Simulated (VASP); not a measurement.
# YMg2MnC6N6 (Fm-3m) in VASP: a series of runs

YMg2MnC6N6 is run at these levels: PBE; tasks: single point.

Everything below comes from runs of VASP 6.6.1. Logs are shortened: lines on timing, memory, paths and dates and some standing lists are left out, and cuts for length are marked.

### 1 The cell of the first run

The structure is cubic, space group Fm-3m (No. 225). Conventional cell: a = 10.636 Å, b = 10.636 Å, c = 10.636 Å, α = 90.00°, β = 90.00°, γ = 90.00°. Within 2.9 Å of Y (site symmetry m-3m) lie 6 N at 2.21 Å. Mg (site symmetry -43m) has 12 N at 3.79 Å and 12 C at 3.83 Å and 4 Y at 4.61 Å and 4 Mn at 4.61 Å within 5.0 Å. Mn (site symmetry m-3m) has 6 C at 1.94 Å within 2.6 Å. C (site symmetry 4mm) has 1 N at 1.17 Å within 1.6 Å. Within 1.6 Å of N (site symmetry 4mm) lie 1 C at 1.17 Å.

### 2 Single point, PBE, collinear spin, ferromagnetic start

INCAR reads:

```
  ALGO = Normal
  EDIFF = 1E-7
  ENCUT = 520
  GGA = PE
  ISIF = 2
  ISMEAR = 0
  ISPIN = 2
  LASPH = True
  LCHARG = False
  LMAXMIX = 4
  LORBIT = 11
  LREAL = Auto
  LWAVE = False
  MAGMOM = 0 0 0 4 0 0 0 0 0 0 0 0 0 0 0 0
  NBANDS = 59
  NELM = 150
  PREC = Accurate
  SIGMA = 0.1
```

KPOINTS reads:

```
k-points
0
Gamma
  4 4 4
```

POSCAR reads:

```
YMg2MnC6N6
1.0
    0.0000000000      5.3180000000      5.3180000000
    5.3180000000      0.0000000000      5.3180000000
    5.3180000000      5.3180000000      0.0000000000
Y Mg Mn C N
1 2 1 6 6
Direct
    0.5000000000      0.5000000000      0.5000000000
    0.2500000000      0.2500000000      0.2500000000
    0.7500000000      0.7500000000      0.7500000000
    0.0000000000      0.0000000000      0.0000000000
    0.8177886400      0.1822113600      0.1822113600
    0.1822113600      0.8177886400      0.1822113600
    0.1822113600      0.1822113600      0.8177886400
    0.1822113600      0.8177886400      0.8177886400
    0.8177886400      0.1822113600      0.8177886400
    0.8177886400      0.8177886400      0.1822113600
    0.7077848800      0.2922151200      0.2922151200
    0.2922151200      0.7077848800      0.2922151200
    0.2922151200      0.2922151200      0.7077848800
    0.2922151200      0.7077848800      0.7077848800
    0.7077848800      0.2922151200      0.7077848800
    0.7077848800      0.7077848800      0.2922151200
```

Potentials or basis: VASP PAW PBE potentials, release 64 (Y_sv, Mg, Mn_pv, C, N).

Command:

```bash
$ cat potpaw_PBE.64/Y_sv/POTCAR potpaw_PBE.64/Mg/POTCAR potpaw_PBE.64/Mn_pv/POTCAR potpaw_PBE.64/C/POTCAR potpaw_PBE.64/N/POTCAR > POTCAR
$ mpirun -np 1 vasp_std > vasp.out
```

OUTCAR:

```text
EDIFF = 1E-7
   ENCUT = 520
   GGA = PE
   ISIF = 2
   ISMEAR = 0
   ISPIN = 2
   LASPH = True
   LORBIT = 11
   LREAL = Auto
   NELM = 150
   PREC = Accurate

 ion  position               nearest neighbor table
   1  0.500  0.500  0.500-  11 2.21  12 2.21  13 2.21  14 2.21  15 2.21  16 2.21
   2  0.250  0.250  0.250-
   3  0.750  0.750  0.750-
   4  0.000  0.000  0.000-   5 1.94   6 1.94   7 1.94   8 1.94   9 1.94  10 1.94
   5  0.818  0.182  0.182-  11 1.17   4 1.94
   6  0.182  0.818  0.182-  12 1.17   4 1.94
   7  0.182  0.182  0.818-  13 1.17   4 1.94
   8  0.182  0.818  0.818-  14 1.17   4 1.94
   9  0.818  0.182  0.818-  15 1.17   4 1.94
  10  0.818  0.818  0.182-  16 1.17   4 1.94
  11  0.708  0.292  0.292-   5 1.17   1 2.21
  12  0.292  0.708  0.292-   6 1.17   1 2.21
  13  0.292  0.292  0.708-   7 1.17   1 2.21
  14  0.292  0.708  0.708-   8 1.17   1 2.21
  15  0.708  0.292  0.708-   9 1.17   1 2.21
  16  0.708  0.708  0.292-  10 1.17   1 2.21

  LATTYP: Found a face centered cubic cell.
 ALAT       =    10.6360000000

  Lattice vectors:

 A1 = (   0.0000000000,   5.3180000000,   5.3180000000)
 A2 = (   5.3180000000,   0.0000000000,   5.3180000000)
 A3 = (   5.3180000000,   5.3180000000,   0.0000000000)

Analysis of symmetry for initial positions (statically):
=====================================================================
 Subroutine PRICEL returns:
 Original cell was already a primitive cell.

 Routine SETGRP: Setting up the symmetry group for a
 face centered cubic supercell.

 Subroutine GETGRP returns: Found 48 space group operations
 (whereof 48 operations were pure point group operations)
 out of a pool of 48 trial point group operations.

The static configuration has the point symmetry O_h .

Analysis of symmetry for dynamics (positions and initial velocities):
=====================================================================
 Subroutine PRICEL returns:
 Original cell was already a primitive cell.

 Routine SETGRP: Setting up the symmetry group for a
 face centered cubic supercell.

 Subroutine GETGRP returns: Found 48 space group operations
 (whereof 48 operations were pure point group operations)
 out of a pool of 48 trial point group operations.

The dynamic configuration has the point symmetry O_h .

Analysis of structural, dynamic, and magnetic symmetry:
=====================================================================
 Subroutine PRICEL returns:
 Original cell was already a primitive cell.

 Routine SETGRP: Setting up the symmetry group for a
 face centered cubic supercell.

 Subroutine GETGRP returns: Found 48 space group operations
 (whereof 48 operations were pure point group operations)
 out of a pool of 48 trial point group operations.

The overall configuration has the point symmetry O_h .

 Subroutine INISYM returns: Found 48 space group operations
 (whereof 48 operations are pure point group operations),
 and found     1 'primitive' translations

----------------------------------------------------------------------------------------

                                     Primitive cell

  volume of cell :     300.7980

  direct lattice vectors                    reciprocal lattice vectors
     0.000000000  5.318000000  5.318000000    -0.094020308  0.094020308  0.094020308
     5.318000000  0.000000000  5.318000000     0.094020308 -0.094020308  0.094020308
     5.318000000  5.318000000  0.000000000     0.094020308  0.094020308 -0.094020308

  length of vectors
     7.520787725  7.520787725  7.520787725     0.162847951  0.162847951  0.162847951

  position of ions in fractional coordinates (direct lattice)
     0.500000000  0.500000000  0.500000000
     0.250000000  0.250000000  0.250000000
     0.750000000  0.750000000  0.750000000
     0.000000000  0.000000000  0.000000000
     0.817788640  0.182211360  0.182211360
[... 69 lines left out ...]
   total plane-waves  NPLWV = 175616
   dimension x,y,z NGX =    56 NGY =   56 NGZ =   56
   dimension x,y,z NGXF=   112 NGYF=  112 NGZF=  112
   ions per type =               1   2   1   6   6
   NGX,Y,Z   is equivalent  to a cutoff of  12.38, 12.38, 12.38 a.u.
   NGXF,Y,Z  is equivalent  to a cutoff of  24.76, 24.76, 24.76 a.u.
 SYSTEM =  unknown system
   PREC   = accura    normal or accurate (medium, high low for compatibility)
   ISTART =      0    job   : 0-new  1-cont  2-samecut
   ICHARG =      2    charge: 1-file 2-atom 10-const
   ISPIN  =      2    spin polarized calculation?
   LNONCOLLINEAR =      F non collinear calculations
   LSORBIT =      F    spin-orbit coupling
   LASPH  =      T    aspherical Exc in radial PAW
   ENCUT  =  520.0 eV  38.22 Ry    6.18 a.u.  13.98 13.98 13.98*2*pi/ulx,y,z
   NELM   =    150;   NELMIN=  2; NELMDL= -5     # of ELM steps
   EDIFF  = 0.1E-06   stopping-criterion for ELM
   LREAL  =      T    real-space projection
   EDIFFG = 0.1E-05   stopping-criterion for IOM
   NSW    =      0    number of steps for IOM
   IBRION =     -1    ionic relax: 0-MD 1-quasi-New 2-CG
   NFREE  =      0    steps in history (QN), initial steepest desc. (CG)
   ISIF   =      2    stress and relaxation
   ISYM   =      2    0-nonsym 1-usesym 2-fastsym
   POTIM  = 0.5000    time-step for ionic-motion
   TEBEG  =    0.0;   TEEND  =   0.0 temperature during run
   PSTRESS=    0.0 pullay stress
   NELECT =      82.0000    total number of electrons
   NUPDOWN=      -1.0000    fix difference up-down
   EMIN   =  10.00;   EMAX   =-10.00  energy-range for DOS
   EFERMI =   0.00;   METHOD = LEGACY
   ISMEAR =     0;   SIGMA  =   0.10  broadening in eV -4-tet -1-fermi 0-gaus
   EFERMI_NEDOS =   21; number of points for ismear=-14 and -15
   IALGO  =     38    algorithm
   IMIX   =      4    mixing-type and parameters
     AMIX     =   0.40;   BMIX     =  1.00
     AMIX_MAG =   1.60;   BMIX_MAG =  1.00
  volume/ion in A,a.u.               =      18.80       126.87
  Fermi-wavevector in a.u.,A,eV,Ry     =   1.061503  2.005949 15.330882  1.126788
  Thomas-Fermi vector in A             =   2.196921
   LORBIT       =     11    0 simple, 1 ext, 2 COOP (PROOUT), +10 PAW based schemes
   GGA     = PE    functional components
   LHFCALC =     F    Hartree Fock is set to
   AEXX    =    0.0000 exact exchange contribution
   IVDW    =     0    specifies the selected vdW correction
   LEPSILON=     F    determine dielectric tensor
   LRPA    =     F    only Hartree local field effects (RPA)
 spin polarized calculation
 Gauss-broadening in eV      SIGMA  =   0.10
  energy-cutoff  :      520.00
  volume of cell :      300.80
 maximum number of plane-waves:      8144
   NGX = 27   NGY = 27   NGZ = 27

 number of electron      82.0000010 magnetization      -0.0567197

 number of electron      82.0000010 magnetization       1.5943429

 Free energy of the ion-electron system (eV)
  ---------------------------------------------------
  ext. energy  EPLUGINS =         0.00000000
  ---------------------------------------------------
  free energy    TOTEN  =      -122.05898081 eV

  energy without entropy =     -122.03261888  energy(sigma->0) =     -122.04579985

 E-fermi :   0.7546     XC(G=0):  -7.8415

 val. band max:        0.6978356408   @ k =   0.5000   0.5000   0.0000
 cond. band min:       0.7581769397   @ k =  -0.2500   0.5000   0.2500
 fundamental gap:      0.0603412989
 Fermi energy:         0.7546069142

 spin component 1

 k-point     1 :       0.0000    0.0000    0.0000
  band No.  band energies     occupation
      1     -46.3363      1.00000
      2     -46.3363      1.00000
      3     -46.3363      1.00000
      4     -40.1010      1.00000
      5     -20.5127      1.00000
      6     -20.5127      1.00000
[... 437 lines left out ...]
     52       4.9998      0.00000
     53       5.0391      0.00000
 Fermi energy:         0.7546069142

 spin component 2

 k-point     1 :       0.0000    0.0000    0.0000
  band No.  band energies     occupation
      1     -46.4281      1.00000
      2     -46.4281      1.00000
      3     -46.4281      1.00000
      4     -40.0986      1.00000
      5     -20.5083      1.00000
      6     -20.5083      1.00000
[... 437 lines left out ...]
     52       5.0556      0.00000
     53       5.1428      0.00000
 [bands above 53 left out]

------------------------ aborting loop because EDIFF is reached ----------------------------------------

  FORCE on cell =-STRESS in cart. coord.  units (eV):
  Direction    XX          YY          ZZ          XY          YZ          ZX
  --------------------------------------------------------------------------------------
  -------------------------------------------------------------------------------------
  Total        9.6514551      9.6514551      9.6514551     -0.0000000      0.0000000     -0.0000000
  in kB       51.4077248     51.4077248     51.4077248     -0.0000000      0.0000000     -0.0000000
  external PRESSURE =      51.4077248 kB  Pullay stress =       0.0000000 kB

 VOLUME and BASIS-vectors are now :
 -----------------------------------------------------------------------------
  energy-cutoff  :      520.00
  volume of cell :      300.80
      direct lattice vectors                 reciprocal lattice vectors
     0.000000000  5.318000000  5.318000000    -0.094020308  0.094020308  0.094020308
     5.318000000  0.000000000  5.318000000     0.094020308 -0.094020308  0.094020308
     5.318000000  5.318000000  0.000000000     0.094020308  0.094020308 -0.094020308

 POSITION                                       TOTAL-FORCE (eV/Angst)
 -----------------------------------------------------------------------------------
      5.31800      5.31800      5.31800        -0.000000     -0.000000     -0.000000
      2.65900      2.65900      2.65900         0.000000      0.000000     -0.000000
      7.97700      7.97700      7.97700        -0.000000     -0.000000     -0.000000
      0.00000      0.00000      0.00000         0.000000      0.000000     -0.000000
      1.93800      5.31800      5.31800        -2.850953      0.000000     -0.000000
      5.31800      1.93800      5.31800         0.000000     -2.850953     -0.000000
[... 8 lines left out ...]
      5.31800      7.52800      5.31800         0.000000     -0.443946     -0.000000
      5.31800      5.31800      7.52800         0.000000      0.000000     -0.443946
 -----------------------------------------------------------------------------------
    total drift:                               -0.000000     -0.000000     -0.000000

  FREE ENERGIE OF THE ION-ELECTRON SYSTEM (eV)
  ---------------------------------------------------
  free  energy   TOTEN  =      -122.0589808053 eV

  energy  without entropy=     -122.0326188850  energy(sigma->0) =     -122.04579985

 total charge

# of ion       s       p       d       f       tot
--------------------------------------------------
    1        2.221   6.746   1.111   0.189  10.267
    2        0.269   0.005   0.001   0.000   0.275
    3        0.269   0.005   0.001   0.000   0.275
    4        0.380   6.570   5.302   0.000  12.252
    5        0.967   1.613   0.000   0.000   2.579
    6        0.967   1.613   0.000   0.000   2.579
[... 8 lines left out ...]
   15        1.314   2.634   0.000   0.000   3.949
   16        1.314   2.634   0.000   0.000   3.949
--------------------------------------------------
tot         16.825  38.808   6.415   0.189  62.236

 magnetization (x)

# of ion       s       p       d       f       tot
--------------------------------------------------
    1        0.000   0.001   0.004   0.000   0.005
    2        0.186   0.001   0.000   0.000   0.187
    3        0.186   0.001   0.000   0.000   0.187
    4        0.000   0.001  -0.090   0.000  -0.089
    5        0.001   0.003   0.000   0.000   0.004
    6        0.001   0.003   0.000   0.000   0.004
[... 8 lines left out ...]
   15        0.001   0.018   0.000   0.000   0.019
   16        0.001   0.018   0.000   0.000   0.019
--------------------------------------------------
tot          0.385   0.128  -0.085   0.000   0.427
```

Wall time 11 min (1 thread of Intel Xeon Platinum 8488C (Sapphire Rapids), shared host); peak memory 0.68 GiB.

What came out:

* Free energy: -122.0590 eV
* Pressure: 5.1 GPa
* Largest force: 2.851 eV/Å
* Net moment: 1.59 μB per cell
* Site moments: Y +0.01; Mg +0.19; Mn -0.09; C +0.00; N +0.02 μB
* Valence electrons inside the program's atomic spheres: Y 10.27; Mg 0.28; Mn 12.25; C 2.58; N 3.95

Forces on the atoms (eV/Å):
```
Y    0.000  0.000  0.000
Mg   0.000  0.000  0.000
Mg   0.000  0.000  0.000
Mn   0.000  0.000  0.000
C   -2.851  0.000  0.000
C    0.000 -2.851  0.000
C    0.000  0.000 -2.851
C    2.851  0.000  0.000
C    0.000  2.851  0.000
C    0.000  0.000  2.851
N    0.444  0.000  0.000
N    0.000  0.444  0.000
N    0.000  0.000  0.444
N   -0.444  0.000  0.000
N    0.000 -0.444  0.000
N    0.000  0.000 -0.444
```

Levels at points of the mesh, in eV from the Fermi level:
Spin up:
```tsv
k point	band 38	band 39	band 40	band 41	band 42	band 43	band 44	band 45	band 46	band 47
(0.00, 0.00, 0.00)	-1.37	-0.93	-0.59	-0.59	-0.59	2.91	2.91	2.91	3.54	3.54
(0.50, 0.00, 0.00)	-0.87	-0.78	-0.16	-0.16	-0.15	2.44	2.68	2.68	2.92	3.23
(0.50, 0.50, 0.00)	-0.73	-0.69	-0.44	0.00	0.00	2.27	2.87	2.87	3.07	3.17
```
Spin down:
```tsv
k point	band 38	band 39	band 40	band 41	band 42	band 43
(0.00, 0.00, 0.00)	-0.64	-0.64	-0.64	-0.47	0.08	2.95
(0.50, 0.00, 0.00)	-0.38	-0.22	-0.22	0.17	0.24	2.54
(0.50, 0.50, 0.00)	-0.65	-0.06	-0.06	0.23	0.40	2.90
```

Caveat: the cell stands under pressure; a cell with one magnetic atom can't hold antiferromagnetic order, which such compounds often take; forces of over 1 eV/Å act on the atoms, so gaps and moduli don't describe the material at rest. With open d or f shells a metallic result of PBE can be an artefact of self-interaction; +U or a hybrid may open a gap.

(Part 1 of 2 ends here.)
